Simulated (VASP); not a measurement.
# WC (P-6m2) in VASP: notebook

The runs below take WC through single point, relaxation of cell and atoms, with LDA.

Program: VASP 6.6.1. These are calculated values, not measurements. Logs are shortened: lines on timing, memory, paths and dates and some standing lists are left out, and cuts for length are marked.

## 1. The cell of the first run

The structure is hexagonal, space group P-6m2 (No. 187). Conventional cell: a = 2.884 Å, b = 2.884 Å, c = 2.812 Å, α = 90.00°, β = 90.00°, γ = 120.00°. W (site symmetry -6m2) has 6 C at 2.18 Å and 8 W at 2.81 to 2.88 Å within 2.9 Å. C (site symmetry -6m2) has 6 W at 2.18 Å and 8 C at 2.81 to 2.88 Å within 2.9 Å.

## 2. Single point, LDA

File INCAR:

```
SYSTEM = WC
ALGO = Normal
EDIFF = 1E-7
ENCUT = 520
GGA = CA
ISIF = 2
ISMEAR = 0
LASPH = .TRUE.
LCHARG = .FALSE.
LREAL = .FALSE.
LWAVE = .FALSE.
NBANDS = 16
NELM = 100
PREC = Accurate
SIGMA = 0.1
```

File KPOINTS:

```
k-points
0
G
  24 24 20
  0 0 0
```

File POSCAR:

```
WC
1.0
    2.8843384965      0.0000000000      0.0000000000
   -1.4421692482      2.4979104110      0.0000000000
    0.0000000000      0.0000000000      2.8124239111
W C
1 1
Direct
    0.0000000000      0.0000000000      0.0000000000
    0.6666666667      0.3333333333      0.5000000000
```

Potentials or basis: VASP PAW LDA potentials, release 64 (W_sv, C).

Run with:

```console
$ cat potpaw_LDA.64/W_sv/POTCAR potpaw_LDA.64/C/POTCAR > POTCAR
$ mpirun -np 1 vasp_std > vasp.out
```

OUTCAR:

```text
SYSTEM = WC
   EDIFF = 1E-7
   ENCUT = 520
   GGA = CA
   ISIF = 2
   ISMEAR = 0
   LASPH = .TRUE.
   LREAL = .FALSE.
   NELM = 100
   PREC = Accurate

 ion  position               nearest neighbor table
   1  0.000  0.000  0.000-   2 2.18   2 2.18   2 2.18   2 2.18   2 2.18   2 2.18
   2  0.667  0.333  0.500-   1 2.18   1 2.18   1 2.18   1 2.18   1 2.18   1 2.18

  LATTYP: Found a hexagonal cell.
 ALAT       =     2.8843384965
 C/A-ratio  =     0.9750672171

  Lattice vectors:

 A1 = (   2.8843384965,   0.0000000000,   0.0000000000)
 A2 = (  -1.4421692482,   2.4979104110,   0.0000000000)
 A3 = (   0.0000000000,   0.0000000000,   2.8124239111)

Analysis of symmetry for initial positions (statically):
=====================================================================
 Subroutine PRICEL returns:
 Original cell was already a primitive cell.

 Routine SETGRP: Setting up the symmetry group for a
 hexagonal supercell.

 Subroutine GETGRP returns: Found 12 space group operations
 (whereof 12 operations were pure point group operations)
 out of a pool of 24 trial point group operations.

The static configuration has the point symmetry D_3h.

Analysis of symmetry for dynamics (positions and initial velocities):
=====================================================================
 Subroutine PRICEL returns:
 Original cell was already a primitive cell.

 Routine SETGRP: Setting up the symmetry group for a
 hexagonal supercell.

 Subroutine GETGRP returns: Found 12 space group operations
 (whereof 12 operations were pure point group operations)
 out of a pool of 24 trial point group operations.

The dynamic configuration has the point symmetry D_3h.

 Subroutine INISYM returns: Found 12 space group operations
 (whereof 12 operations are pure point group operations),
 and found     1 'primitive' translations

----------------------------------------------------------------------------------------

                                     Primitive cell

  volume of cell :      20.2630

  direct lattice vectors                    reciprocal lattice vectors
     2.884338496  0.000000000  0.000000000     0.346699946  0.200167307  0.000000000
    -1.442169248  2.497910411  0.000000000     0.000000000  0.400334614  0.000000000
     0.000000000  0.000000000  2.812423911     0.000000000  0.000000000  0.355565175

  length of vectors
     2.884338496  2.884338496  2.812423911     0.400334614  0.400334614  0.355565175

  position of ions in fractional coordinates (direct lattice)
     0.000000000  0.000000000  0.000000000
     0.666666667  0.333333333  0.500000000

  ion indices of the primitive-cell ions
   primitive index   ion index
                 1           1
                 2           2

----------------------------------------------------------------------------------------

 KPOINTS: k-points

Automatic generation of k-mesh.
 Grid dimensions read from file:
 generate k-points for:   24   24   20

 Generating k-lattice:

  Cartesian coordinates                     Fractional coordinates (reciprocal lattice)
     0.014445831  0.008340304  0.000000000     0.041666667  0.000000000  0.000000000
     0.000000000  0.016680609  0.000000000     0.000000000  0.041666667  0.000000000
     0.000000000  0.000000000  0.017778259     0.000000000  0.000000000  0.050000000

  Length of vectors
     0.016680609  0.016680609  0.017778259

  Shift w.r.t. Gamma in fractional coordinates (k-lattice)
     0.000000000  0.000000000  0.000000000

 Subroutine IBZKPT returns following result:
 ===========================================

 Found    671 irreducible k-points:

 Following reciprocal coordinates:
            Coordinates               Weight
  0.000000  0.000000  0.000000      1.000000
  0.041667 -0.000000  0.000000      6.000000
  0.083333 -0.000000  0.000000      6.000000
  0.125000 -0.000000  0.000000      6.000000
  0.166667 -0.000000  0.000000      6.000000
  0.208333 -0.000000  0.000000      6.000000
[... 16 lines left out ...]
  0.416667  0.041667  0.000000     12.000000
  0.458333  0.041667  0.000000     12.000000
 [... further k-points ...]
   k-points           NKPTS =    671   k-points in BZ     NKDIM =    671   number of bands    NBANDS=     16
   number of dos      NEDOS =    301   number of ions     NIONS =      2
   total plane-waves  NPLWV =  13824
   dimension x,y,z NGX =    24 NGY =   24 NGZ =   24
   dimension x,y,z NGXF=    48 NGYF=   48 NGZF=   48
   ions per type =               1   1
   NGX,Y,Z   is equivalent  to a cutoff of  13.83, 13.83, 14.19 a.u.
   NGXF,Y,Z  is equivalent  to a cutoff of  27.67, 27.67, 28.37 a.u.
 SYSTEM =  WC
   PREC   = accura    normal or accurate (medium, high low for compatibility)
   ISTART =      0    job   : 0-new  1-cont  2-samecut
   ICHARG =      2    charge: 1-file 2-atom 10-const
   ISPIN  =      1    spin polarized calculation?
   LNONCOLLINEAR =      F non collinear calculations
   LSORBIT =      F    spin-orbit coupling
   LASPH  =      T    aspherical Exc in radial PAW
   ENCUT  =  520.0 eV  38.22 Ry    6.18 a.u.   5.36  5.36  5.23*2*pi/ulx,y,z
   NELM   =    100;   NELMIN=  2; NELMDL= -5     # of ELM steps
   EDIFF  = 0.1E-06   stopping-criterion for ELM
   LREAL  =      F    real-space projection
   EDIFFG = 0.1E-05   stopping-criterion for IOM
   NSW    =      0    number of steps for IOM
   IBRION =     -1    ionic relax: 0-MD 1-quasi-New 2-CG
   NFREE  =      0    steps in history (QN), initial steepest desc. (CG)
   ISIF   =      2    stress and relaxation
   ISYM   =      2    0-nonsym 1-usesym 2-fastsym
   POTIM  = 0.5000    time-step for ionic-motion
   TEBEG  =    0.0;   TEEND  =   0.0 temperature during run
   PSTRESS=    0.0 pullay stress
   NELECT =      18.0000    total number of electrons
   NUPDOWN=      -1.0000    fix difference up-down
   EMIN   =  10.00;   EMAX   =-10.00  energy-range for DOS
   EFERMI =   0.00;   METHOD = LEGACY
   ISMEAR =     0;   SIGMA  =   0.10  broadening in eV -4-tet -1-fermi 0-gaus
   EFERMI_NEDOS =   21; number of points for ismear=-14 and -15
   IALGO  =     38    algorithm
   IMIX   =      4    mixing-type and parameters
     AMIX     =   0.40;   BMIX     =  1.00
     AMIX_MAG =   1.60;   BMIX_MAG =  1.00
  volume/ion in A,a.u.               =      10.13        68.37
  Fermi-wavevector in a.u.,A,eV,Ry     =   1.573733  2.973924 33.696671  2.476635
  Thomas-Fermi vector in A             =   2.674973
   LORBIT       =      0    0 simple, 1 ext, 2 COOP (PROOUT), +10 PAW based schemes
   GGA     = CA    functional components
   LHFCALC =     F    Hartree Fock is set to
   AEXX    =    0.0000 exact exchange contribution
   IVDW    =     0    specifies the selected vdW correction
   LEPSILON=     F    determine dielectric tensor
   LRPA    =     F    only Hartree local field effects (RPA)
 non-spin polarized calculation
 Gauss-broadening in eV      SIGMA  =   0.10
  energy-cutoff  :      520.00
  volume of cell :       20.26
 maximum number of plane-waves:       569
 NGX is ok and might be reduce to    24
   NGX = 11   NGY = 11   NGZ = 11

 number of electron      18.0000000 magnetization

 Free energy of the ion-electron system (eV)
  ---------------------------------------------------
  ext. energy  EPLUGINS =         0.00000000
  ---------------------------------------------------
  free energy    TOTEN  =       -24.69966759 eV

  energy without entropy =      -24.69824584  energy(sigma->0) =      -24.69895671

 E-fermi :  11.3388     XC(G=0): -14.1093

 val. band max:       11.3319865630   @ k =   0.1250  -0.0000   0.3500
 cond. band min:      11.3848890203   @ k =   0.3333   0.2917   0.0500
 fundamental gap:      0.0529024573
 Fermi energy:        11.3387616788

 k-point     1 :       0.0000    0.0000    0.0000
  band No.  band energies     occupation
      1     -62.1575      2.00000
      2     -26.3992      2.00000
      3     -26.2878      2.00000
      4     -26.2878      2.00000
      5      -3.1245      2.00000
      6       6.8743      2.00000
[... 8 lines left out ...]
     15      25.9836      0.00000
     16      28.3196      0.00000

 k-point     2 :       0.0417   -0.0000    0.0000
  band No.  band energies     occupation
      1     -62.1564      2.00000
      2     -26.3971      2.00000
      3     -26.3041      2.00000
      4     -26.2915      2.00000
      5      -3.0767      2.00000
      6       6.8939      2.00000
[... 8 lines left out ...]
     15      25.8524      0.00000
     16      28.4187      0.00000

 k-point     3 :       0.0833   -0.0000    0.0000
  band No.  band energies     occupation
      1     -62.1531      2.00000
      2     -26.3909      2.00000
      3     -26.3517      2.00000
      4     -26.3022      2.00000
      5      -2.9351      2.00000
      6       6.9220      2.00000
[... 8 lines left out ...]
     15      25.5849      0.00000
     16      28.7094      0.00000

 k-point     4 :       0.1250   -0.0000    0.0000
  band No.  band energies     occupation
      1     -62.1477      2.00000
      2     -26.4269      2.00000
      3     -26.3811      2.00000
      4     -26.3192      2.00000
      5      -2.7063      2.00000
      6       6.8299      2.00000
[... 8 lines left out ...]
     15      25.3440      0.00000
     16      29.1731      0.00000
[... 324 lines left out ...]
 k-point    22 :       0.3750    0.0417    0.0000
  band No.  band energies     occupation
      1     -62.0969      2.00000
      2     -27.0959      2.00000
      3     -26.4866      2.00000
      4     -26.2871      2.00000
      5      -0.1287      2.00000
      6       4.5649      2.00000
[... 8 lines left out ...]
     15      25.7945      0.00000
     16      28.6577      0.00000

 k-point    23 :       0.4167    0.0417    0.0000
  band No.  band energies     occupation
      1     -62.0925      2.00000
      2     -27.1505      2.00000
      3     -26.5006      2.00000
      4     -26.2789      2.00000
      5       0.1603      2.00000
      6       4.3844      2.00000
[... 8 lines left out ...]
     15      25.0411      0.00000
     16      29.2531      0.00000

 k-point    24 :       0.4583    0.0417    0.0000
  band No.  band energies     occupation
      1     -62.0903      2.00000
      2     -27.1787      2.00000
      3     -26.5078      2.00000
      4     -26.2747      2.00000
      5       0.3191      2.00000
      6       4.2893      2.00000
[... 8 lines left out ...]
     15      24.6130      0.00000
     16      29.6136      0.00000

 [... further k-points ...]

------------------------ aborting loop because EDIFF is reached ----------------------------------------

  FORCE on cell =-STRESS in cart. coord.  units (eV):
  Direction    XX          YY          ZZ          XY          YZ          ZX
  --------------------------------------------------------------------------------------
  -------------------------------------------------------------------------------------
  Total        0.3058677      0.3058677      0.3632258      0.0000000      0.0000000      0.0000000
  in kB       24.1846774     24.1846774     28.7199300      0.0000000      0.0000000      0.0000000
  external PRESSURE =      25.6964283 kB  Pullay stress =       0.0000000 kB

 VOLUME and BASIS-vectors are now :
 -----------------------------------------------------------------------------
  energy-cutoff  :      520.00
  volume of cell :       20.26
      direct lattice vectors                 reciprocal lattice vectors
     2.884338496  0.000000000  0.000000000     0.346699946  0.200167307  0.000000000
    -1.442169248  2.497910411  0.000000000     0.000000000  0.400334614  0.000000000
     0.000000000  0.000000000  2.812423911     0.000000000  0.000000000  0.355565175

 POSITION                                       TOTAL-FORCE (eV/Angst)
 -----------------------------------------------------------------------------------
      0.00000      0.00000      0.00000         0.000000     -0.000000      0.000000
      1.44217      0.83264      1.40621        -0.000000      0.000000      0.000000
 -----------------------------------------------------------------------------------
    total drift:                                0.000000     -0.000000      0.000000

  FREE ENERGIE OF THE ION-ELECTRON SYSTEM (eV)
  ---------------------------------------------------
  free  energy   TOTEN  =       -24.6996675906 eV

  energy  without entropy=      -24.6982458391  energy(sigma->0) =      -24.69895671
```

It took 94 s on 1 thread of AMD EPYC 9R45 (Zen 5), shared host; peak memory 0.28 GiB.

What came out:

```
Free energy            : -24.6997 eV
Pressure               : 2.6 GPa
Band gap on the k mesh : zero (bands 9 and 10 overlap by 1.29 eV)
```

Levels at points of the mesh, in eV from the Fermi level:
| k point | band 7 | band 8 | band 9 | band 10 | band 11 | band 12 |
| --- | --- | --- | --- | --- | --- | --- |
| (0.00, 0.00, 0.00) | -3.45 | -3.45 | 0.13 | 3.29 | 3.29 | 5.74 |
| (0.50, 0.00, 0.00) | -3.72 | -3.69 | -0.45 | 2.37 | 4.63 | 5.02 |
| (0.00, 0.00, 0.50) | -2.10 | -2.10 | -0.65 | -0.65 | 3.76 | 4.55 |
| (0.50, 0.00, 0.50) | -4.46 | -4.16 | 0.40 | 4.54 | 5.47 | 6.90 |

Caveat: spin-orbit coupling is left out, which moves the levels of the heavy elements.

## 3. Single point, LDA

File INCAR:

```
SYSTEM = WC
PREC     = Accurate       ! precision mode
ENCUT    = 520            ! plane-wave cutoff, eV
EDIFF    = 1E-6           ! SCF threshold, eV
ISMEAR   = -1             ! smearing method
SIGMA    = 0.15           ! smearing width, eV
LREAL    = .False.        ! projectors in reciprocal space
LASPH    = .True.         ! aspherical terms in the spheres
NELM     = 60             ! most SCF steps
ALGO     = Normal         ! electronic algorithm
ISIF     = 2              ! what is computed and relaxed
LWAVE    = .False.        ! write WAVECAR
LCHARG   = .True.         ! write CHGCAR
LELF     = .True.         ! ELF
LVHAR    = .True.       
NBANDS   = 16             ! bands
```

File KPOINTS:

```
regular mesh
0
Gamma
  24 24 20
  0 0 0
```

File POSCAR:

```
WC
1.0
    2.8850311337      0.0000000000      0.0000000000
   -1.4425155668      2.4985102525      0.0000000000
    0.0000000000      0.0000000000      2.8115331663
W C
1 1
Direct
    0.0000000000      0.0000000000      0.0000000000
    0.6666666667      0.3333333333      0.5000000000
```

Potentials or basis: VASP PAW LDA potentials, release 64 (W_sv, C).

Run with:

```console
$ cat potpaw_LDA.64/W_sv/POTCAR potpaw_LDA.64/C/POTCAR > POTCAR
$ mpirun -np 1 vasp_std > vasp.out
```

It took 90 s on 1 thread of AMD EPYC 9R45 (Zen 5), shared host; peak memory 0.28 GiB.

The run converged. Its results:

| Quantity | Value |
| --- | --- |
| Free energy | -24.7105 eV |
| Pressure | 2.6 GPa |
| Band gap on the k mesh | zero (bands 9 and 10 overlap by 1.30 eV) |

Stress tensor (GPa, compression positive):
```
2.40 0.00 0.00
0.00 2.40 0.00
0.00 0.00 2.86
```

Levels at points of the mesh, in eV from the Fermi level:
| k point | band 7 | band 8 | band 9 | band 10 | band 11 | band 12 |
| --- | --- | --- | --- | --- | --- | --- |
| (0.00, 0.00, 0.00) | -3.49 | -3.49 | 0.10 | 3.26 | 3.26 | 5.70 |
| (0.50, 0.00, 0.00) | -3.75 | -3.73 | -0.49 | 2.34 | 4.59 | 4.97 |
| (0.00, 0.00, 0.50) | -2.14 | -2.14 | -0.68 | -0.68 | 3.73 | 4.51 |
| (0.50, 0.00, 0.50) | -4.50 | -4.20 | 0.36 | 4.50 | 5.44 | 6.86 |

Caveat: spin-orbit coupling is left out, which moves the levels of the heavy elements.

(Part 1 of 2 ends here.)
